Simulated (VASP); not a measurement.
# Ru (P6_3/mmc) in VASP: notebook, part 2 of 2

VASP 6.6.1.

## 3. Single point, PBE

This run uses another cell than the first one, of 14.12 Å³/atom, 1.020 times its volume.

Contents of INCAR:

```
ALGO     = Normal         # electronic algorithm
EDIFF    = 1E-6           # SCF threshold, eV
ENCUT    = 520            # plane-wave cutoff, eV
GGA      = PE             # functional
ISIF     = 2              # what is computed and relaxed
ISMEAR   = 0              # smearing method
LASPH    = T              # aspherical terms in the spheres
LCHARG   = F              # write CHGCAR
LREAL    = F              # projectors in reciprocal space
LWAVE    = F              # write WAVECAR
NBANDS   = 21             # bands
NELM     = 100            # most SCF steps
PREC     = Accurate       # precision mode
SIGMA    = 0.05           # smearing width, eV
```

Contents of KPOINTS:

```
k-points
0
Gamma
  12 12 7
```

Contents of POSCAR:

```
Ru
1.0
    2.7414067149      0.0000000000      0.0000000000
   -1.3707033574      2.3741283257      0.0000000000
    0.0000000000      0.0000000000      4.3382472512
Ru
2
Direct
    0.3333333333      0.6666666667      0.2500000000
    0.6666666667      0.3333333333      0.7500000000
```

Potentials or basis: VASP PAW PBE potentials, release 64 (Ru_pv).

Command:

```
> cat potpaw_PBE.64/Ru_pv/POTCAR > POTCAR
> mpirun -np 1 vasp_std > vasp.out
```

OUTCAR:

```text
EDIFF = 1E-6
   ENCUT = 520
   GGA = PE
   ISIF = 2
   ISMEAR = 0
   LASPH = T
   LREAL = F
   NELM = 100
   PREC = Accurate

 ion  position               nearest neighbor table
   1  0.333  0.667  0.250-   2 2.69   2 2.69   2 2.69   2 2.69   2 2.69   2 2.69
   2  0.667  0.333  0.750-   1 2.69   1 2.69   1 2.69   1 2.69   1 2.69   1 2.69

  LATTYP: Found a hexagonal cell.
 ALAT       =     2.7414067149
 C/A-ratio  =     1.5824894670

  Lattice vectors:

 A1 = (   2.7414067149,   0.0000000000,   0.0000000000)
 A2 = (  -1.3707033574,   2.3741283257,   0.0000000000)
 A3 = (   0.0000000000,   0.0000000000,   4.3382472512)

Analysis of symmetry for initial positions (statically):
=====================================================================
 Subroutine PRICEL returns:
 Original cell was already a primitive cell.

 Routine SETGRP: Setting up the symmetry group for a
 hexagonal supercell.

 Subroutine GETGRP returns: Found 24 space group operations
 (whereof 12 operations were pure point group operations)
 out of a pool of 24 trial point group operations.

The static configuration has the point symmetry D_3d.
 The point group associated with its full space group is D_6h.

Analysis of symmetry for dynamics (positions and initial velocities):
=====================================================================
 Subroutine PRICEL returns:
 Original cell was already a primitive cell.

 Routine SETGRP: Setting up the symmetry group for a
 hexagonal supercell.

 Subroutine GETGRP returns: Found 24 space group operations
 (whereof 12 operations were pure point group operations)
 out of a pool of 24 trial point group operations.

[... 111 lines left out ...]
   PSTRESS=    0.0 pullay stress
   NELECT =      28.0000    total number of electrons
   NUPDOWN=      -1.0000    fix difference up-down
   EMIN   =  10.00;   EMAX   =-10.00  energy-range for DOS
   EFERMI =   0.00;   METHOD = LEGACY
   ISMEAR =     0;   SIGMA  =   0.05  broadening in eV -4-tet -1-fermi 0-gaus
   EFERMI_NEDOS =   21; number of points for ismear=-14 and -15
   IALGO  =     38    algorithm
   IMIX   =      4    mixing-type and parameters
     AMIX     =   0.40;   BMIX     =  1.00
     AMIX_MAG =   1.60;   BMIX_MAG =  1.00
  volume/ion in A,a.u.               =      14.12        95.27
  Fermi-wavevector in a.u.,A,eV,Ry     =   1.632539  3.085051 36.262017  2.665183
  Thomas-Fermi vector in A             =   2.724493
   LORBIT       =      0    0 simple, 1 ext, 2 COOP (PROOUT), +10 PAW based schemes
   GGA     = PE    functional components
   LHFCALC =     F    Hartree Fock is set to
   AEXX    =    0.0000 exact exchange contribution
   IVDW    =     0    specifies the selected vdW correction
   LEPSILON=     F    determine dielectric tensor
   LRPA    =     F    only Hartree local field effects (RPA)
 non-spin polarized calculation
 Gauss-broadening in eV      SIGMA  =   0.05
  energy-cutoff  :      520.00
  volume of cell :       28.24
 maximum number of plane-waves:       777
   NGX = 11   NGY = 11   NGZ = 17

 number of electron      28.0000012 magnetization

 Free energy of the ion-electron system (eV)
  ---------------------------------------------------
  ext. energy  EPLUGINS =         0.00000000
  ---------------------------------------------------
  free energy    TOTEN  =       -18.46016298 eV

  energy without entropy =      -18.45828691  energy(sigma->0) =      -18.45922494

 E-fermi :  12.1683     XC(G=0): -13.8798

 val. band max:       12.1679183146   @ k =   0.3333   0.1667   0.2857
 cond. band min:      12.1905541816   @ k =   0.3333   0.0833   0.2857
 fundamental gap:      0.0226358670
 Fermi energy:        12.1683047253

 k-point     1 :       0.0000    0.0000    0.0000
  band No.  band energies     occupation
      1     -31.3664      2.00000
      2     -30.5578      2.00000
      3     -30.5578      2.00000
      4     -30.4074      2.00000
      5     -30.4074      2.00000
      6     -30.3623      2.00000
[... 565 lines left out ...]
     20      22.5948      0.00000
     21      23.3144      0.00000

 [... further k-points ...]

------------------------ aborting loop because EDIFF is reached ----------------------------------------

  FORCE on cell =-STRESS in cart. coord.  units (eV):
  Direction    XX          YY          ZZ          XY          YZ          ZX
  --------------------------------------------------------------------------------------
  -------------------------------------------------------------------------------------
  Total       -1.3308124     -1.3308129     -1.3930917     -0.0000000      0.0000000      0.0000000
  in kB      -75.5153871    -75.5154169    -79.0493527     -0.0000000      0.0000000      0.0000000
  external PRESSURE =     -76.6933856 kB  Pullay stress =       0.0000000 kB

 VOLUME and BASIS-vectors are now :
 -----------------------------------------------------------------------------
  energy-cutoff  :      520.00
  volume of cell :       28.24
      direct lattice vectors                 reciprocal lattice vectors
     2.741406715  0.000000000  0.000000000     0.364776228  0.210603612  0.000000000
    -1.370703357  2.374128326  0.000000000     0.000000000  0.421207223  0.000000000
     0.000000000  0.000000000  4.338247251     0.000000000  0.000000000  0.230507839

 POSITION                                       TOTAL-FORCE (eV/Angst)
 -----------------------------------------------------------------------------------
     -0.00000      1.58275      1.08456        -0.000000      0.000000      0.000000
      1.37070      0.79138      3.25369         0.000000      0.000000      0.000000
 -----------------------------------------------------------------------------------
    total drift:                               -0.000000      0.000000     -0.000000

  FREE ENERGIE OF THE ION-ELECTRON SYSTEM (eV)
  ---------------------------------------------------
  free  energy   TOTEN  =       -18.4601629768 eV

  energy  without entropy=      -18.4582869101  energy(sigma->0) =      -18.45922494
```

Wall time 19 s (1 thread of Intel Xeon Platinum 8488C (Sapphire Rapids), shared host); peak memory 0.16 GiB.

Results:

- Free energy: -18.4602 eV
- Pressure: -7.7 GPa
- Band gap on the k mesh: zero (band 14 reaches 13.46 eV, above the bottom of band 15 at 10.68 eV)

## 4. Single point, PBE

This run uses another cell than the first one, of 14.39 Å³/atom, 1.039 times its volume.

Contents of INCAR:

```
PREC = Accurate
ENCUT = 520
EDIFF = 1E-6
ISMEAR = 0
SIGMA = 0.05
LREAL = False
LASPH = True
NELM = 60
ALGO = Normal
ISIF = 2
LWAVE = False
LCHARG = False
GGA = PE
NBANDS = 21
```

Contents of KPOINTS:

```
Automatic mesh
0
Gamma
  12 12 7
```

Contents of POSCAR:

```
Ru
1.0
    2.7588683749      0.0000000000      0.0000000000
   -1.3794341875      2.3892505699      0.0000000000
    0.0000000000      0.0000000000      4.3658801443
Ru
2
Direct
    0.3333333333      0.6666666667      0.2500000000
    0.6666666667      0.3333333333      0.7500000000
```

Potentials or basis: VASP PAW PBE potentials, release 64 (Ru_pv).

Command:

```
> cat potpaw_PBE.64/Ru_pv/POTCAR > POTCAR
> mpirun -np 1 vasp_std > vasp.out
```

OUTCAR:

```text
PREC = Accurate
   ENCUT = 520
   EDIFF = 1E-6
   ISMEAR = 0
   LREAL = False
   LASPH = True
   NELM = 60
   ISIF = 2
   GGA = PE

 ion  position               nearest neighbor table
   1  0.333  0.667  0.250-   2 2.70   2 2.70   2 2.70   2 2.70   2 2.70   2 2.70
   2  0.667  0.333  0.750-   1 2.70   1 2.70   1 2.70   1 2.70   1 2.70   1 2.70

  LATTYP: Found a hexagonal cell.
 ALAT       =     2.7588683749
 C/A-ratio  =     1.5824894671

  Lattice vectors:

 A1 = (   2.7588683749,   0.0000000000,   0.0000000000)
 A2 = (  -1.3794341875,   2.3892505699,   0.0000000000)
 A3 = (   0.0000000000,   0.0000000000,   4.3658801443)

Analysis of symmetry for initial positions (statically):
=====================================================================
 Subroutine PRICEL returns:
 Original cell was already a primitive cell.

 Routine SETGRP: Setting up the symmetry group for a
 hexagonal supercell.

 Subroutine GETGRP returns: Found 24 space group operations
 (whereof 12 operations were pure point group operations)
 out of a pool of 24 trial point group operations.

The static configuration has the point symmetry D_3d.
 The point group associated with its full space group is D_6h.

Analysis of symmetry for dynamics (positions and initial velocities):
=====================================================================
 Subroutine PRICEL returns:
 Original cell was already a primitive cell.

 Routine SETGRP: Setting up the symmetry group for a
 hexagonal supercell.

 Subroutine GETGRP returns: Found 24 space group operations
 (whereof 12 operations were pure point group operations)
 out of a pool of 24 trial point group operations.

The dynamic configuration has the point symmetry D_3d.
 The point group associated with its full space group is D_6h.

 Subroutine INISYM returns: Found 24 space group operations
 (whereof 12 operations are pure point group operations),
 and found     1 'primitive' translations

----------------------------------------------------------------------------------------

                                     Primitive cell

  volume of cell :      28.7783

  direct lattice vectors                    reciprocal lattice vectors
     2.758868375  0.000000000  0.000000000     0.362467456  0.209270642  0.000000000
    -1.379434188  2.389250570  0.000000000     0.000000000  0.418541283  0.000000000
     0.000000000  0.000000000  4.365880144     0.000000000  0.000000000  0.229048890

  length of vectors
     2.758868375  2.758868783  4.365880144     0.418541345  0.418541283  0.229048890

  position of ions in fractional coordinates (direct lattice)
     0.333333333  0.666666667  0.250000000
     0.666666667  0.333333333  0.750000000

  ion indices of the primitive-cell ions
   primitive index   ion index
                 1           1
                 2           2

----------------------------------------------------------------------------------------

 KPOINTS: Automatic mesh

Automatic generation of k-mesh.
 Grid dimensions read from file:
 generate k-points for:   12   12    7

 Generating k-lattice:

  Cartesian coordinates                     Fractional coordinates (reciprocal lattice)
     0.030205621  0.017439220  0.000000000     0.083333333  0.000000000  0.000000000
     0.000000000  0.034878440  0.000000000     0.000000000  0.083333333  0.000000000
     0.000000000  0.000000000  0.032721270     0.000000000  0.000000000  0.142857143

  Length of vectors
     0.034878445  0.034878440  0.032721270

  Shift w.r.t. Gamma in fractional coordinates (k-lattice)
     0.000000000  0.000000000  0.000000000

 Subroutine IBZKPT returns following result:
 ===========================================

 Found     76 irreducible k-points:

 Following reciprocal coordinates:
            Coordinates               Weight
  0.000000  0.000000  0.000000      1.000000
  0.083333  0.000000  0.000000      6.000000
  0.166667  0.000000  0.000000      6.000000
  0.250000  0.000000  0.000000      6.000000
  0.333333  0.000000  0.000000      6.000000
  0.416667  0.000000  0.000000      6.000000
[... 16 lines left out ...]
  0.250000  0.000000  0.142857     12.000000
  0.333333  0.000000  0.142857     12.000000
 [... further k-points ...]
   k-points           NKPTS =     76   k-points in BZ     NKDIM =     76   number of bands    NBANDS=     21
   number of dos      NEDOS =    301   number of ions     NIONS =      2
   total plane-waves  NPLWV =  18432
   dimension x,y,z NGX =    24 NGY =   24 NGZ =   32
   dimension x,y,z NGXF=    48 NGYF=   48 NGZF=   64
   ions per type =               2
   NGX,Y,Z   is equivalent  to a cutoff of  14.46, 14.46, 12.19 a.u.
   NGXF,Y,Z  is equivalent  to a cutoff of  28.92, 28.92, 24.37 a.u.
 SYSTEM =  unknown system
   PREC   = accura    normal or accurate (medium, high low for compatibility)
   ISTART =      0    job   : 0-new  1-cont  2-samecut
   ICHARG =      2    charge: 1-file 2-atom 10-const
   ISPIN  =      1    spin polarized calculation?
   LNONCOLLINEAR =      F non collinear calculations
   LSORBIT =      F    spin-orbit coupling
   LASPH  =      T    aspherical Exc in radial PAW
   ENCUT  =  520.0 eV  38.22 Ry    6.18 a.u.   5.13  5.13  8.12*2*pi/ulx,y,z
   NELM   =     60;   NELMIN=  2; NELMDL= -5     # of ELM steps
   EDIFF  = 0.1E-05   stopping-criterion for ELM
   LREAL  =      F    real-space projection
   EDIFFG = 0.1E-04   stopping-criterion for IOM
   NSW    =      0    number of steps for IOM
   IBRION =     -1    ionic relax: 0-MD 1-quasi-New 2-CG
   NFREE  =      0    steps in history (QN), initial steepest desc. (CG)
   ISIF   =      2    stress and relaxation
   ISYM   =      2    0-nonsym 1-usesym 2-fastsym
   POTIM  = 0.5000    time-step for ionic-motion
   TEBEG  =    0.0;   TEEND  =   0.0 temperature during run
   PSTRESS=    0.0 pullay stress
   NELECT =      28.0000    total number of electrons
   NUPDOWN=      -1.0000    fix difference up-down
   EMIN   =  10.00;   EMAX   =-10.00  energy-range for DOS
   EFERMI =   0.00;   METHOD = LEGACY
   ISMEAR =     0;   SIGMA  =   0.05  broadening in eV -4-tet -1-fermi 0-gaus
   EFERMI_NEDOS =   21; number of points for ismear=-14 and -15
   IALGO  =     38    algorithm
   IMIX   =      4    mixing-type and parameters
     AMIX     =   0.40;   BMIX     =  1.00
     AMIX_MAG =   1.60;   BMIX_MAG =  1.00
  volume/ion in A,a.u.               =      14.39        97.10
  Fermi-wavevector in a.u.,A,eV,Ry     =   1.622206  3.065525 35.804444  2.631552
  Thomas-Fermi vector in A             =   2.715857
   LORBIT       =      0    0 simple, 1 ext, 2 COOP (PROOUT), +10 PAW based schemes
   GGA     = PE    functional components
   LHFCALC =     F    Hartree Fock is set to
   AEXX    =    0.0000 exact exchange contribution
   IVDW    =     0    specifies the selected vdW correction
   LEPSILON=     F    determine dielectric tensor
   LRPA    =     F    only Hartree local field effects (RPA)
 non-spin polarized calculation
 Gauss-broadening in eV      SIGMA  =   0.05
  energy-cutoff  :      520.00
  volume of cell :       28.78
 maximum number of plane-waves:       785
 NGX is ok and might be reduce to    24
   NGX = 11   NGY = 11   NGZ = 17

 number of electron      28.0000012 magnetization

 Free energy of the ion-electron system (eV)
  ---------------------------------------------------
  ext. energy  EPLUGINS =         0.00000000
  ---------------------------------------------------
  free energy    TOTEN  =       -18.42591990 eV

  energy without entropy =      -18.42395702  energy(sigma->0) =      -18.42493846

 E-fermi :  11.8352     XC(G=0): -13.7630

 val. band max:       11.7705826978   @ k =   0.3333   0.2500   0.2857
 cond. band min:      11.8359443475   @ k =   0.3333   0.1667   0.2857
 fundamental gap:      0.0653616497
 Fermi energy:        11.8352015725

 k-point     1 :       0.0000    0.0000    0.0000
  band No.  band energies     occupation
      1     -31.6334      2.00000
      2     -30.8752      2.00000
      3     -30.8752      2.00000
      4     -30.7335      2.00000
      5     -30.7335      2.00000
      6     -30.6913      2.00000
[... 13 lines left out ...]
     20      22.2890      0.00000
     21      22.2925      0.00000
[... 529 lines left out ...]
 k-point    24 :       0.3333    0.0000    0.1429
  band No.  band energies     occupation
      1     -31.4343      2.00000
      2     -31.2602      2.00000
      3     -31.2018      2.00000
      4     -31.0096      2.00000
      5     -30.8323      2.00000
      6     -30.8168      2.00000
[... 13 lines left out ...]
     20      22.2888      0.00000
     21      22.8002      0.00000

 [... further k-points ...]

------------------------ aborting loop because EDIFF is reached ----------------------------------------

  FORCE on cell =-STRESS in cart. coord.  units (eV):
  Direction    XX          YY          ZZ          XY          YZ          ZX
  --------------------------------------------------------------------------------------
  -------------------------------------------------------------------------------------
  Total       -2.2358091     -2.2358100     -2.3574777      0.0000000     -0.0000000     -0.0000000
  in kB     -124.4746223   -124.4746714   -131.2483019      0.0000000     -0.0000000     -0.0000000
  external PRESSURE =    -126.7325319 kB  Pullay stress =       0.0000000 kB

 VOLUME and BASIS-vectors are now :
 -----------------------------------------------------------------------------
  energy-cutoff  :      520.00
  volume of cell :       28.78
      direct lattice vectors                 reciprocal lattice vectors
     2.758868375  0.000000000  0.000000000     0.362467456  0.209270642  0.000000000
    -1.379434188  2.389250570  0.000000000     0.000000000  0.418541283  0.000000000
     0.000000000  0.000000000  4.365880144     0.000000000  0.000000000  0.229048890

 POSITION                                       TOTAL-FORCE (eV/Angst)
 -----------------------------------------------------------------------------------
     -0.00000      1.59283      1.09147         0.000000      0.000000      0.000000
      1.37943      0.79642      3.27441        -0.000000     -0.000000      0.000000
 -----------------------------------------------------------------------------------
    total drift:                                0.000000     -0.000000      0.000000

  FREE ENERGIE OF THE ION-ELECTRON SYSTEM (eV)
  ---------------------------------------------------
  free  energy   TOTEN  =       -18.4259198992 eV

  energy  without entropy=      -18.4239570176  energy(sigma->0) =      -18.42493846
```

It took 19 s on 1 thread of Intel Xeon Platinum 8488C (Sapphire Rapids), shared host; peak memory 0.17 GiB.

Results:

```yaml
Free_energy: -18.4259 eV
Pressure: -12.7 GPa
Band_gap_on_the_k_mesh: zero (band 14 reaches 13.08 eV, above the bottom of band 15 at 10.39 eV)
```

## 5. Overview

| cell | gap on the mesh (eV) | pressure (GPa) |
| --- | --- | --- |
| a = 2.724, b = 2.724, c = 4.310 Å, angles 90.0, 90.0, 120.0°, 2 atoms | none | -2.0 |
| a = 2.741, b = 2.741, c = 4.338 Å, angles 90.0, 90.0, 120.0°, 2 atoms | none | -7.7 |
| a = 2.759, b = 2.759, c = 4.366 Å, angles 90.0, 90.0, 120.0°, 2 atoms | none | -12.7 |

Alike in all rows: task single point; level PBE; potentials or basis VASP PAW PBE potentials, release 64 (Ru_pv); no spin polarisation; k mesh 12 × 12 × 7; cutoff (eV) 520; smearing gaussian 0.05 eV.

Total energies depend on the potentials used, so only differences within one code and one set of settings carry meaning.
